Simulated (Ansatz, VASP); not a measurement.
## C in VASP and in Ansatz

```
C
1.0
     3.56040   -0.00076    0.03142
     0.00076   -3.38420    0.01233
    -0.03142    0.01233   -3.57934
C
8
Direct
  0.59251 0.04145 0.93276
  0.05184 0.52202 0.00960
  0.97427 0.09108 0.50273
  0.52465 0.52493 0.47736
  0.68022 0.69108 0.80501
  0.16718 0.20394 0.77731
  0.30021 0.73276 0.25043
  0.70911 0.19274 0.24481
```

Change from the starting cell: all atoms moved at random (sigma 0.22 Å a component), cell strained at random (sigma 0.03).

Alike in both runs: task single point; functional r2SCAN; k mesh 6 × 6 × 6; occupations gaussian, width 0.05 eV; no spin polarisation.

|  | VASP | Ansatz |
| --- | --- | --- |
| version | VASP 6.6.1 | Ansatz 0.2.0 |
| potentials or method | VASP PAW PBE potentials, release 64 (C), cutoff 520 eV | scalar-relativistic, plane waves, PAW |
| valence electrons in the cell | 32 | 32 |

|  | VASP | Ansatz | Ansatz less VASP |
| --- | --- | --- | --- |
| gap on the k mesh at the Fermi level (eV) | none | none | - |
| pressure (GPa) | 91.7 | 90.5 | -1.14 |
| traceless stress, the component that is largest in VASP (GPa) | 27.21 | 27.34 | +0.134 |
| rms of the force components (eV/Å) | 5.121 | 5.102 | -0.0189 |

VASP's potentials were made for PBE, not for r2SCAN. Atom by atom the forces differ by 0.035 eV/Å (rms over components). A gap of «none» marks a metal or a gap that the smearing closes. Both programs put the cell under a high pressure, so it lies far from rest at this level.

Noted on VASP's run: the cell as given lies far from equilibrium.
